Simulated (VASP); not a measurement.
# TaN (P3m1) in VASP: notebook

TaN is run at these levels: r2SCAN; tasks: single point.

Program: VASP 6.6.1. These are calculated values, not measurements. Logs are shortened: lines on timing, memory, paths and dates and some standing lists are left out, and cuts for length are marked.

### 1 The cell of the first run

Symmetry: P3m1, No. 156, trigonal system. Conventional cell: a = 2.936 Å, b = 2.936 Å, c = 2.885 Å, α = 90.00°, β = 90.00°, γ = 120.00°. Within 3.0 Å of Ta (site symmetry 3m) lie 6 N at 2.16 to 2.29 Å and 8 Ta at 2.88 to 2.94 Å. Within 3.0 Å of N (site symmetry 3m) lie 6 Ta at 2.16 to 2.29 Å and 8 N at 2.88 to 2.94 Å.

### 2 Single point, r2SCAN

Input file POSCAR:

```
TaN
1.0
    2.9361543272      0.0000000000      0.0000000000
   -1.4680771636      2.5427842368      0.0000000000
    0.0000000000      0.0000000000      2.8846185526
Ta N
1 1
Direct
    0.3333333333      0.6666666667      0.5000000000
    0.0000000000      0.0000000000      0.0346666286
```

Input file INCAR.step1:

```
SYSTEM = TaN
ALGO     = Normal         ! electronic algorithm
EDIFF    = 1E-4           ! SCF threshold, eV
ENCUT    = 520            ! plane-wave cutoff, eV
GGA      = PE             ! functional
ISMEAR   = 0              ! smearing method
LASPH    = .True.         ! aspherical terms in the spheres
LCHARG   = .False.        ! write CHGCAR
LREAL    = .False.        ! projectors in reciprocal space
LWAVE    = .True.         ! write WAVECAR
NBANDS   = 15             ! bands
NELM     = 100            ! most SCF steps
PREC     = Accurate       ! precision mode
SIGMA    = 0.15           ! smearing width, eV
```

Input file INCAR.step2:

```
SYSTEM = TaN
ALGO     = Normal         ! electronic algorithm
EDIFF    = 1E-7           ! SCF threshold, eV
ENCUT    = 520            ! plane-wave cutoff, eV
ISIF     = 2              ! what is computed and relaxed
ISMEAR   = 0              ! smearing method
ISTART   = 1            
LASPH    = .True.         ! aspherical terms in the spheres
LCHARG   = .False.        ! write CHGCAR
LMIXTAU  = .True.       
LREAL    = .False.        ! projectors in reciprocal space
LWAVE    = .False.        ! write WAVECAR
METAGGA  = R2SCAN         ! meta-GGA
NBANDS   = 15             ! bands
NELM     = 100            ! most SCF steps
PREC     = Accurate       ! precision mode
SIGMA    = 0.15           ! smearing width, eV
```

Input file KPOINTS:

```
k-points
0
Gamma
  24 24 20
  0 0 0
```

Potentials or basis: VASP PAW PBE potentials, release 64 (Ta_pv, N).

Command:

```bash
cat potpaw_PBE.64/Ta_pv/POTCAR potpaw_PBE.64/N/POTCAR > POTCAR
cp INCAR.step1 INCAR
mpirun -np 1 vasp_std > vasp.out
cp INCAR.step2 INCAR
mpirun -np 1 vasp_std > vasp.out
```

OUTCAR:

```text
SYSTEM = TaN
   EDIFF = 1E-7
   ENCUT = 520
   ISIF = 2
   ISMEAR = 0
   ISTART = 1
   LASPH = .True.
   LREAL = .False.
   METAGGA = R2SCAN
   NELM = 100
   PREC = Accurate

 ion  position               nearest neighbor table
   1  0.333  0.667  0.500-   2 2.16   2 2.16   2 2.16   2 2.29   2 2.29   2 2.29
   2  0.000  0.000  0.035-   1 2.16   1 2.16   1 2.16   1 2.29   1 2.29   1 2.29

  LATTYP: Found a hexagonal cell.
 ALAT       =     2.9361543272
 C/A-ratio  =     0.9824478659

  Lattice vectors:

 A1 = (   2.9361543272,   0.0000000000,   0.0000000000)
 A2 = (  -1.4680771636,   2.5427842368,   0.0000000000)
 A3 = (   0.0000000000,   0.0000000000,   2.8846185526)

Analysis of symmetry for initial positions (statically):
=====================================================================
 Subroutine PRICEL returns:
 Original cell was already a primitive cell.

 Routine SETGRP: Setting up the symmetry group for a
 hexagonal supercell.

 Subroutine GETGRP returns: Found  6 space group operations
 (whereof  6 operations were pure point group operations)
 out of a pool of 24 trial point group operations.

The static configuration has the point symmetry C_3v.

Analysis of symmetry for dynamics (positions and initial velocities):
=====================================================================
 Subroutine PRICEL returns:
 Original cell was already a primitive cell.

 Routine SETGRP: Setting up the symmetry group for a
 hexagonal supercell.

 Subroutine GETGRP returns: Found  6 space group operations
 (whereof  6 operations were pure point group operations)
 out of a pool of 24 trial point group operations.

The dynamic configuration has the point symmetry C_3v.

 Subroutine INISYM returns: Found  6 space group operations
 (whereof  6 operations are pure point group operations),
 and found     1 'primitive' translations

----------------------------------------------------------------------------------------

                                     Primitive cell

  volume of cell :      21.5366

  direct lattice vectors                    reciprocal lattice vectors
     2.936154327  0.000000000  0.000000000     0.340581553  0.196634851  0.000000000
    -1.468077164  2.542784237  0.000000000     0.000000000  0.393269702  0.000000000
     0.000000000  0.000000000  2.884618553     0.000000000  0.000000000  0.346666286

  length of vectors
     2.936154327  2.936154327  2.884618553     0.393269702  0.393269702  0.346666286

  position of ions in fractional coordinates (direct lattice)
     0.333333333  0.666666667  0.500000000
     0.000000000  0.000000000  0.034666629

[... 90 lines left out ...]
   EFERMI =   0.00;   METHOD = LEGACY
   ISMEAR =     0;   SIGMA  =   0.15  broadening in eV -4-tet -1-fermi 0-gaus
   EFERMI_NEDOS =   21; number of points for ismear=-14 and -15
   IALGO  =     38    algorithm
   IMIX   =      4    mixing-type and parameters
     AMIX     =   0.40;   BMIX     =  1.00
     AMIX_MAG =   1.60;   BMIX_MAG =  1.00
  volume/ion in A,a.u.               =      10.77        72.67
  Fermi-wavevector in a.u.,A,eV,Ry     =   1.482709  2.801914 29.911398  2.198426
  Thomas-Fermi vector in A             =   2.596461
   LORBIT       =      0    0 simple, 1 ext, 2 COOP (PROOUT), +10 PAW based schemes
   METAGGA = R2SCAN    functional components
   LHFCALC =     F    Hartree Fock is set to
   AEXX    =    0.0000 exact exchange contribution
   IVDW    =     0    specifies the selected vdW correction
   LEPSILON=     F    determine dielectric tensor
   LRPA    =     F    only Hartree local field effects (RPA)
 non-spin polarized calculation
 Gauss-broadening in eV      SIGMA  =   0.15
  energy-cutoff  :      520.00
  volume of cell :       21.54
 maximum number of plane-waves:       605
 NGX is ok and might be reduce to    24
   NGX = 11   NGY = 11   NGZ = 11

 number of electron      16.0000002 magnetization

 Free energy of the ion-electron system (eV)
  ---------------------------------------------------
  ext. energy  EPLUGINS =         0.00000000
  ---------------------------------------------------
  free energy    TOTEN  =       -60.32307505 eV

  energy without entropy =      -60.32243506  energy(sigma->0) =      -60.32275506

 E-fermi :   8.2717     XC(G=0): -14.3450

 val. band max:        8.2659422643   @ k =   0.0417   0.0000   0.3000
 cond. band min:       8.2722537109   @ k =   0.0417   0.0000   0.3500
 fundamental gap:      0.0063114466
 Fermi energy:         8.2716938586

 k-point     1 :       0.0000    0.0000    0.0000
  band No.  band energies     occupation
      1     -27.9011      2.00000
      2     -27.6358      2.00000
      3     -27.6358      2.00000
      4     -10.5853      2.00000
      5       3.3305      2.00000
      6       3.3305      2.00000
      7       3.4398      2.00000
      8       5.5037      2.00000
      9      10.7249      0.00000
     10      11.8236      0.00000
     11      11.8236      0.00000
     12      12.7104      0.00000
     13      12.7104      0.00000
     14      18.8802      0.00000
[... 401 lines left out ...]
      2     -27.8897      2.00000
      3     -27.7507      2.00000
      4      -8.3230      2.00000
      5      -0.3500      2.00000
      6       2.7669      2.00000
      7       4.3458      2.00000
      8       5.0956      2.00000
      9      11.3693      0.00000
     10      12.2170      0.00000
     11      13.2416      0.00000
     12      13.8847      0.00000
     13      16.7127      0.00000
     14      18.8695      0.00000
     15      20.4915      0.00000

 [... further k-points ...]

------------------------ aborting loop because EDIFF is reached ----------------------------------------

  FORCE on cell =-STRESS in cart. coord.  units (eV):
  Direction    XX          YY          ZZ          XY          YZ          ZX
  --------------------------------------------------------------------------------------
  -------------------------------------------------------------------------------------
  Total        0.4603250      0.4603250      0.6001278      0.0000000      0.0000000      0.0000000
  in kB       34.2450941     34.2450941     44.6454823      0.0000000      0.0000000      0.0000000
  external PRESSURE =      37.7118901 kB  Pullay stress =       0.0000000 kB

 VOLUME and BASIS-vectors are now :
 -----------------------------------------------------------------------------
  energy-cutoff  :      520.00
  volume of cell :       21.54
      direct lattice vectors                 reciprocal lattice vectors
     2.936154327  0.000000000  0.000000000     0.340581553  0.196634851  0.000000000
    -1.468077164  2.542784237  0.000000000     0.000000000  0.393269702  0.000000000
     0.000000000  0.000000000  2.884618553     0.000000000  0.000000000  0.346666286

 POSITION                                       TOTAL-FORCE (eV/Angst)
 -----------------------------------------------------------------------------------
     -0.00000      1.69519      1.44231         0.000000      0.000000      1.473221
      0.00000      0.00000      0.10000        -0.000000     -0.000000     -1.473221
 -----------------------------------------------------------------------------------
    total drift:                                0.000000     -0.000000     -0.000467

  FREE ENERGIE OF THE ION-ELECTRON SYSTEM (eV)
  ---------------------------------------------------
  free  energy   TOTEN  =       -60.3230750543 eV

  energy  without entropy=      -60.3224350638  energy(sigma->0) =      -60.32275506
```

Run time: 43 min. Hardware: 1 thread of Oxide Virtual Turin-like, shared host; peak memory 0.42 GiB.

Results:

| Property | Result |
| --- | --- |
| Free energy | -60.3231 eV |
| Pressure | 3.8 GPa |
| Largest force | 1.473 eV/Å |
| Band gap on the k mesh | zero (bands 8 and 9 overlap by 0.50 eV) |

Forces in eV/Å, atoms in the order of the input:
```
Ta   0.000  0.000  1.473
N    0.000  0.000 -1.473
```

Levels at points of the mesh, in eV from the Fermi level:
```
           k point  band 6  band 7  band 8  band 9  band 10  band 11
(0.00, 0.00, 0.00)   -4.94   -4.83   -2.77    2.45     3.55     3.55
(0.50, 0.00, 0.00)   -5.52   -3.59   -3.53    3.26     4.06     5.15
(0.00, 0.00, 0.50)   -4.12   -4.12   -0.07   -0.07     2.40     3.65
(0.50, 0.00, 0.50)   -6.46   -6.01   -0.55    4.39     5.42     6.08
```

Caveat: the cell differs from its parent crystal (all N atoms moved -0.100 Å, as atom 2 towards its neighbour atom 2 (N) at 2.885 Å); the cell stands under pressure; the PAW data sets were made with another functional, which shifts forces and pressure a little; spin-orbit coupling is left out, which moves the levels of the heavy elements.

### 3 Single point, r2SCAN

POSCAR, as its differences from that of step 2:

```diff
@@ -9,2 +9,2 @@
     0.3333333333      0.6666666667      0.5000000000
-    0.0000000000      0.0000000000      0.0346666286
+    0.0000000000      0.0000000000     -0.0173333143
```

Input file INCAR.step1:

```
SYSTEM = TaN
ALGO = Normal ; EDIFF = 1E-4
ENCUT = 520 ; GGA = PE
ISMEAR = 0 ; LASPH = .TRUE.
LCHARG = .FALSE. ; LREAL = .FALSE.
LWAVE = .TRUE. ; NBANDS = 15
NELM = 80 ; PREC = Accurate
SIGMA = 0.15
```

Input file INCAR.step2:

```
SYSTEM = TaN
ALGO = Normal ; EDIFF = 1E-6
ENCUT = 520 ; ISIF = 2
ISMEAR = 0 ; ISTART = 1
LASPH = .TRUE. ; LCHARG = .FALSE.
LMIXTAU = .TRUE. ; LREAL = .FALSE.
LWAVE = .FALSE. ; METAGGA = R2SCAN
NBANDS = 15 ; NELM = 80
PREC = Accurate ; SIGMA = 0.15
```

Input file KPOINTS:

```
k-points
0
G
  24 24 20
  0 0 0
```

Potentials or basis: VASP PAW PBE potentials, release 64 (Ta_pv, N).

Command:

```bash
cat potpaw_PBE.64/Ta_pv/POTCAR potpaw_PBE.64/N/POTCAR > POTCAR
cp INCAR.step1 INCAR
mpirun -np 1 vasp_std > vasp.out
cp INCAR.step2 INCAR
mpirun -np 1 vasp_std > vasp.out
```

It took 36 min on 1 thread of Oxide Virtual Turin-like, shared host; peak memory 0.42 GiB.

Results (log left out):

```
Free energy            : -60.3777 eV
Pressure               : 2.1 GPa
Largest force          : 0.721 eV/Å
Band gap on the k mesh : zero (bands 8 and 9 overlap by 0.48 eV)
```

Forces in eV/Å, atoms in the order of the input:
```
Ta   0.000  0.000 -0.721
N    0.000  0.000  0.721
```

Stress tensor (GPa, compression positive):
```
2.00 0.00 0.00
0.00 2.00 0.00
0.00 0.00 2.44
```

Levels at points of the mesh, in eV from the Fermi level:
```csv
k point,band 4,band 5,band 6,band 7,band 8,band 9,band 10,band 11,band 12,band 13
"(0.00, 0.00, 0.00)",-18.82,-4.84,-4.84,-4.52,-3.03,2.50,3.70,3.70,4.30,4.30
"(0.50, 0.00, 0.00)",-16.54,-8.62,-5.47,-3.60,-3.43,3.23,4.15,5.44,5.46,8.00
"(0.00, 0.00, 0.50)",-16.19,-9.73,-4.00,-4.00,-0.07,-0.07,2.38,3.64,3.64,8.90
"(0.50, 0.00, 0.50)",-16.85,-7.66,-6.45,-5.95,-0.52,4.46,5.48,6.10,7.48,10.56
```

Caveat: the cell differs from its parent crystal (all N atoms moved +0.050 Å, as atom 2 towards its neighbour atom 2 (N) at 2.885 Å); the PAW data sets were made with another functional, which shifts forces and pressure a little; spin-orbit coupling is left out, which moves the levels of the heavy elements.
